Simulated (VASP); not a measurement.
# TiSn2Te3 (P6/mmm) in VASP: a series of runs, part 2 of 2

VASP 6.6.1. Earlier steps stand in the parts before.

## 3. Single point, PBE

This run uses another cell than the first one, of 35.69 Å³/atom, 1.331 times its volume.

Contents of INCAR:

```
PREC = Accurate
ENCUT = 520
EDIFF = 1E-7
ISMEAR = 0
SIGMA = 0.1
LREAL = False
LASPH = True
NELM = 60
ALGO = Normal
ISIF = 2
LWAVE = False
LCHARG = False
GGA = PE
NBANDS = 38
```

Contents of KPOINTS:

```
Automatic mesh
0
Gamma
  3 3 6
```

Contents of POSCAR:

```
TiSn2Te3
1.0
    7.8519494825      0.0000000032      0.0000000000
   -3.9259747440      6.7999877195      0.0000000000
    0.0000000000      0.0000000000      4.0109471540
Ti Sn Te
1 2 3
Direct
    0.0000000000      0.0000000000      0.0000000000
    0.3333333333      0.6666666667      0.0000000000
    0.6666666667      0.3333333333      0.0000000000
    0.5000000000      0.0000000000      0.5000000000
    0.5000000000      0.5000000000      0.5000000000
    0.0000000000      0.5000000000      0.5000000000
```

Potentials or basis: VASP PAW PBE potentials, release 64 (Ti_sv, Sn_d, Te).

Launch:

```bash
> cat potpaw_PBE.64/Ti_sv/POTCAR potpaw_PBE.64/Sn_d/POTCAR potpaw_PBE.64/Te/POTCAR > POTCAR
> mpirun -np 1 vasp_std > vasp.out
```

OUTCAR:

```text
PREC = Accurate
   ENCUT = 520
   EDIFF = 1E-7
   ISMEAR = 0
   LREAL = False
   LASPH = True
   NELM = 60
   ISIF = 2
   GGA = PE

 ion  position               nearest neighbor table
   1  0.000  0.000  0.000-
   2  0.333  0.667  0.000-   6 3.03   6 3.03   4 3.03   4 3.03   5 3.03   5 3.03
   3  0.667  0.333  0.000-   6 3.03   6 3.03   4 3.03   4 3.03   5 3.03   5 3.03
   4  0.500  0.000  0.500-   2 3.03   3 3.03   2 3.03   3 3.03
   5  0.500  0.500  0.500-   2 3.03   3 3.03   2 3.03   3 3.03
   6  0.000  0.500  0.500-   2 3.03   3 3.03   2 3.03   3 3.03

  LATTYP: Found a hexagonal cell.
 ALAT       =     7.8519494825
 C/A-ratio  =     0.5108218237

  Lattice vectors:

 A1 = (   7.8519494825,   0.0000000032,   0.0000000000)
 A2 = (  -3.9259747440,   6.7999877195,   0.0000000000)
 A3 = (   0.0000000000,   0.0000000000,   4.0109471540)

Analysis of symmetry for initial positions (statically):
=====================================================================
 Subroutine PRICEL returns:
 Original cell was already a primitive cell.

 Routine SETGRP: Setting up the symmetry group for a
 hexagonal supercell.

 Subroutine GETGRP returns: Found 24 space group operations
 (whereof 24 operations were pure point group operations)
 out of a pool of 24 trial point group operations.

The static configuration has the point symmetry D_6h.

Analysis of symmetry for dynamics (positions and initial velocities):
=====================================================================
 Subroutine PRICEL returns:
 Original cell was already a primitive cell.

 Routine SETGRP: Setting up the symmetry group for a
 hexagonal supercell.

 Subroutine GETGRP returns: Found 24 space group operations
 (whereof 24 operations were pure point group operations)
 out of a pool of 24 trial point group operations.

[... 113 lines left out ...]
   IMIX   =      4    mixing-type and parameters
     AMIX     =   0.40;   BMIX     =  1.00
     AMIX_MAG =   1.60;   BMIX_MAG =  1.00
  volume/ion in A,a.u.               =      35.69       240.87
  Fermi-wavevector in a.u.,A,eV,Ry     =   1.059189  2.001576 15.264111  1.121881
  Thomas-Fermi vector in A             =   2.194525
   LORBIT       =      0    0 simple, 1 ext, 2 COOP (PROOUT), +10 PAW based schemes
   GGA     = PE    functional components
   LHFCALC =     F    Hartree Fock is set to
   AEXX    =    0.0000 exact exchange contribution
   IVDW    =     0    specifies the selected vdW correction
   LEPSILON=     F    determine dielectric tensor
   LRPA    =     F    only Hartree local field effects (RPA)
 non-spin polarized calculation
 Gauss-broadening in eV      SIGMA  =   0.10
  energy-cutoff  :      520.00
  volume of cell :      214.16
 maximum number of plane-waves:      5829
 NGX is ok and might be reduce to    60
   NGX = 29   NGY = 29   NGZ = 15

 number of electron      58.0000035 magnetization

 Free energy of the ion-electron system (eV)
  ---------------------------------------------------
  ext. energy  EPLUGINS =         0.00000000
  ---------------------------------------------------
  free energy    TOTEN  =       -20.68896554 eV

  energy without entropy =      -20.59491733  energy(sigma->0) =      -20.64194144

 E-fermi :   4.9297     XC(G=0):  -8.7338

 val. band max:        4.9257234334   @ k =   0.0000   0.0000   0.1667
 cond. band min:       4.9328560153   @ k =   0.3333   0.3333   0.3333
 fundamental gap:      0.0071325819
 Fermi energy:         4.9296681719

 k-point     1 :       0.0000    0.0000    0.0000
  band No.  band energies     occupation
      1     -53.1979      2.00000
      2     -29.5038      2.00000
      3     -29.5038      2.00000
      4     -29.3900      2.00000
      5     -16.6051      2.00000
      6     -16.6051      2.00000
[... 481 lines left out ...]
     37       7.8261      0.00000
     38       7.8261      0.00000

------------------------ aborting loop because EDIFF is reached ----------------------------------------

  FORCE on cell =-STRESS in cart. coord.  units (eV):
  Direction    XX          YY          ZZ          XY          YZ          ZX
  --------------------------------------------------------------------------------------
  -------------------------------------------------------------------------------------
  Total        0.3252574      0.3252574      0.2351404      0.0000000      0.0000000      0.0000000
  in kB        2.4333536      2.4333536      1.7591594      0.0000000      0.0000000      0.0000000
  external PRESSURE =       2.2086222 kB  Pullay stress =       0.0000000 kB

 VOLUME and BASIS-vectors are now :
 -----------------------------------------------------------------------------
  energy-cutoff  :      520.00
  volume of cell :      214.16
      direct lattice vectors                 reciprocal lattice vectors
     7.851949483  0.000000003  0.000000000     0.127356907  0.073529545  0.000000000
    -3.925974744  6.799987719  0.000000000    -0.000000000  0.147059089  0.000000000
     0.000000000  0.000000000  4.010947154     0.000000000  0.000000000  0.249317670

 POSITION                                       TOTAL-FORCE (eV/Angst)
 -----------------------------------------------------------------------------------
      0.00000      0.00000      0.00000         0.000000     -0.000000      0.000000
     -0.00000      4.53333      0.00000        -0.000000      0.000000     -0.000000
      3.92597      2.26666      0.00000         0.000000     -0.000000      0.000000
      3.92597      0.00000      2.00547         0.000000     -0.000000      0.000000
      1.96299      3.39999      2.00547         0.000000     -0.000000      0.000000
     -1.96299      3.39999      2.00547         0.000000     -0.000000      0.000000
 -----------------------------------------------------------------------------------
    total drift:                                0.000000      0.000000     -0.000000

  FREE ENERGIE OF THE ION-ELECTRON SYSTEM (eV)
  ---------------------------------------------------
  free  energy   TOTEN  =       -20.6889655434 eV

  energy  without entropy=      -20.5949173273  energy(sigma->0) =      -20.64194144
```

stdout:

```text
POSCAR found type information on POSCAR TiSnTe
 POSCAR found :  3 types and       6 ions
 scaLAPACK will be used
 LDA part: xc-table for (Slater+PW92), standard interpolation
 POSCAR, INCAR and KPOINTS ok, starting setup
 FFT: planning ... GRIDC
 FFT: planning ... GRID_SOFT
 FFT: planning ... GRID
 WAVECAR not read
 entering main loop
```

It took 1.9 min on 1 thread of Intel Xeon Platinum 8488C (Sapphire Rapids), shared host; peak memory 0.37 GiB.

What came out:

```yaml
Free_energy: -20.6890 eV
Pressure: 0.2 GPa
Band_gap_on_the_k_mesh: zero (band 29 reaches 5.03 eV, above the bottom of band 30 at 4.84 eV)
```

Levels at points of the mesh, in eV from the Fermi level:
```tsv
k point	band 26	band 27	band 28	band 29	band 30	band 31	band 32	band 33
(0.00, 0.00, 0.00)	-0.53	-0.50	-0.50	-0.13	-0.09	-0.09	0.36	0.36
(0.00, 0.00, 0.50)	-0.40	-0.15	-0.15	-0.05	0.01	0.12	0.12	0.34
```

Caveat: spin-orbit coupling is left out, which moves the levels of the heavy elements.

## 4. Relaxation of cell and atoms, PBE

Contents of INCAR:

```
SYSTEM = TiSn2Te3
PREC     = Accurate       ! precision mode
ENCUT    = 600            ! plane-wave cutoff, eV
EDIFF    = 1E-7           ! SCF threshold, eV
ISMEAR   = 0              ! smearing method
SIGMA    = 0.1            ! smearing width, eV
LREAL    = .FALSE.        ! projectors in reciprocal space
LASPH    = .TRUE.         ! aspherical terms in the spheres
NELM     = 100            ! most SCF steps
ALGO     = Normal         ! electronic algorithm
ISIF     = 3              ! what is computed and relaxed
LWAVE    = .FALSE.        ! write WAVECAR
LCHARG   = .FALSE.        ! write CHGCAR
GGA      = PE             ! functional
IBRION   = 2              ! ionic algorithm
NSW      = 90             ! ionic steps
EDIFFG   = -0.04          ! ionic threshold
```

Contents of KPOINTS:

```
regular mesh
0
G
  3 3 6
  0 0 0
```

Contents of POSCAR:

```
TiSn2Te3
1.0
    7.0810441100      0.0000000000      0.0000000000
   -3.5405220600      6.1323640900      0.0000000000
    0.0000000000      0.0000000000      3.7060282600
Ti Sn Te
1 2 3
Direct
    0.0000000000      0.0000000000      0.0000000000
    0.3333333300      0.6666666700      0.0000000000
    0.6666666700      0.3333333300      0.0000000000
    0.5000000000      0.0000000000      0.5000000000
    0.5000000000      0.5000000000      0.5000000000
    0.0000000000      0.5000000000      0.5000000000
```

Launch:

```bash
> cat potpaw_PBE.64/Ti_sv/POTCAR potpaw_PBE.64/Sn_d/POTCAR potpaw_PBE.64/Te/POTCAR > POTCAR
> mpirun -np 1 vasp_std > vasp.out
```

Run time: 18 min. Hardware: 1 thread of Intel Xeon Platinum 8488C (Sapphire Rapids), shared host; peak memory 0.39 GiB.

Results (log left out):

| Quantity | Value |
| --- | --- |
| Free energy | -20.6825 eV |
| Relaxed volume | 36.10 Å³/atom |
| Relaxed cell | a = 7.891 Å, b = 7.891 Å, c = 4.017 Å, α = 90.00°, β = 90.00°, γ = 120.00° |
| Space group after relaxing (to 0.05 Å) | P6/mmm (No. 191) |
| Energy gained by relaxing | 391.7 meV/atom |
| Ionic steps | 9 |
| Pressure after relaxing | -0.1 GPa |
| Band gap on the k mesh | zero (band 29 reaches 4.91 eV, above the bottom of band 30 at 4.73 eV) |

The path:
```tsv
step	energy change (eV)	largest force (eV/Å)	pressure (GPa)	volume (Å³)
1	0.0000	0.0000	18.70	160.93
2	-1.9057	0.0000	-3.23	245.24
3	-2.2984	0.0000	0.40	210.94
4	-2.2997	0.0000	0.06	213.10
5	-2.3233	0.0000	-0.12	214.18
6	-2.3455	0.0000	-0.09	215.69
7	-2.3258	0.0000	-0.02	218.46
8	-2.3500	0.0000	-0.11	216.51
9	-2.3500	0.0000	-0.11	216.59
```

Final structure:
```
CELL_PARAMETERS angstrom
7.89085 0.00000 0.00000
-3.94542 6.83367 0.00000
0.00000 0.00000 4.01666
ATOMIC_POSITIONS crystal
Ti 0.00000 0.00000 0.00000
Sn 0.33333 0.66667 0.00000
Sn 0.66667 0.33333 0.00000
Te 0.50000 0.00000 0.50000
Te 0.50000 0.50000 0.50000
Te 0.00000 0.50000 0.50000
```

Levels at points of the mesh, in eV from the Fermi level:
```csv
k point,band 26,band 27,band 28,band 29,band 30,band 31,band 32,band 33
"(0.00, 0.00, 0.00)",-0.53,-0.47,-0.47,-0.12,-0.08,-0.08,0.35,0.35
"(0.00, 0.00, 0.50)",-0.40,-0.11,-0.11,-0.06,0.00,0.11,0.11,0.33
```

Caveat: the volume moved by over 15 % at a fixed basis, so the end points are rough; spin-orbit coupling is left out, which moves the levels of the heavy elements.

## 5. Single point, PBE, collinear spin, ferromagnetic start

This run uses another cell than the first one, of 35.69 Å³/atom, 1.331 times its volume.

Contents of INCAR:

```
PREC     = Accurate       # precision mode
ENCUT    = 520            # plane-wave cutoff, eV
EDIFF    = 1E-6           # SCF threshold, eV
ISMEAR   = 0              # smearing method
SIGMA    = 0.1            # smearing width, eV
LREAL    = F              # projectors in reciprocal space
LASPH    = T              # aspherical terms in the spheres
NELM     = 150            # most SCF steps
ALGO     = Normal         # electronic algorithm
ISIF     = 2              # what is computed and relaxed
LWAVE    = F              # write WAVECAR
LCHARG   = F              # write CHGCAR
ISPIN    = 2              # spin polarisation
MAGMOM   = 1 0 0 0 0 0    # initial moments
LORBIT   = 11             # projections on sites
LMAXMIX  = 4              # l up to which the mixer works
GGA      = PE             # functional
NBANDS   = 42             # bands
```

Contents of KPOINTS:

```
Automatic mesh
0
Gamma
  3 3 4
```

Contents of POSCAR:

```
TiSn2Te3
1.0
    7.8519494825      0.0000000000      0.0000000000
   -3.9259747413      6.7999877211      0.0000000000
    0.0000000000      0.0000000000      4.0109471540
Ti Sn Te
1 2 3
Direct
    0.0000000000      0.0000000000      0.0000000000
    0.3333333333      0.6666666667      0.0000000000
    0.6666666667      0.3333333333      0.0000000000
    0.5000000000      0.0000000000      0.5000000000
    0.5000000000      0.5000000000      0.5000000000
    0.0000000000      0.5000000000      0.5000000000
```

Launch:

```bash
> cat potpaw_PBE.64/Ti_sv/POTCAR potpaw_PBE.64/Sn_d/POTCAR potpaw_PBE.64/Te/POTCAR > POTCAR
> mpirun -np 1 vasp_std > vasp.out
```

Wall time 3.9 min (1 thread of Intel Xeon Platinum 8488C (Sapphire Rapids), shared host); peak memory 0.46 GiB.

Results (log left out):

* Free energy: -21.4760 eV
* Pressure: 0.9 GPa
* Net moment: 2.88 μB per cell
* Site moments: Ti +2.04; Sn +0.03; Te -0.04 μB
* Valence electrons inside the program's atomic spheres: Ti 10.05; Sn 12.15; Te 3.38

Stress tensor (GPa, compression positive):
```
0.37 0.00 0.00
0.00 0.37 0.00
0.00 0.00 2.05
```

Levels at points of the mesh, in eV from the Fermi level:
Spin up:
| k point | band 27 | band 28 | band 29 | band 30 | band 31 | band 32 | band 33 | band 34 | band 35 | band 36 |
| --- | --- | --- | --- | --- | --- | --- | --- | --- | --- | --- |
| (0.00, 0.00, 0.00) | -0.42 | -0.41 | -0.41 | -0.23 | -0.23 | 0.38 | 0.38 | 1.21 | 1.35 | 1.51 |
| (0.00, 0.00, 0.50) | -0.35 | -0.15 | -0.15 | -0.03 | -0.03 | 0.13 | 0.39 | 0.39 | 0.53 | 0.67 |
Spin down:
| k point | band 25 | band 26 | band 27 | band 28 | band 29 | band 30 | band 31 | band 32 |
| --- | --- | --- | --- | --- | --- | --- | --- | --- |
| (0.00, 0.00, 0.00) | -0.54 | -0.52 | -0.43 | -0.43 | 1.17 | 1.17 | 1.20 | 1.38 |
| (0.00, 0.00, 0.50) | -0.25 | -0.25 | 0.00 | 0.00 | 0.01 | 0.81 | 0.86 | 1.53 |

Caveat: the k points lie up to 0.39 Å⁻¹ apart; spin-orbit coupling is left out, which moves the levels of the heavy elements.

## 6. Summary

```tsv
task	spin	cell	k mesh	cutoff (eV)	gap on the mesh (eV)	pressure (GPa)
single point	off	a = 7.081, b = 7.081, c = 3.706 Å, angles 90.0, 90.0, 120.0°, 6 atoms	3 × 3 × 6	520	none	18.7
single point	off	a = 7.852, b = 7.852, c = 4.011 Å, angles 90.0, 90.0, 120.0°, 6 atoms	3 × 3 × 6	520	none	0.2
relaxation of cell and atoms	off	relaxed from a = 7.081, b = 7.081, c = 3.706 Å, angles 90.0, 90.0, 120.0°, 6 atoms	3 × 3 × 6	600	none	-0.1
single point	collinear, ferromagnetic start	a = 7.852, b = 7.852, c = 4.011 Å, angles 90.0, 90.0, 120.0°, 6 atoms	3 × 3 × 4	520	none	0.9
```

Alike in all rows: level PBE; potentials or basis VASP PAW PBE potentials, release 64 (Ti_sv, Sn_d, Te); smearing gaussian 0.1 eV.

Caveats: some runs use coarse meshes; spin-orbit coupling is left out, which moves the levels of the heavy elements; the volume moved by over 15 % at a fixed basis, so the end points are rough (some runs).

Total energies depend on the potentials used, so only differences within one code and one set of settings carry meaning.
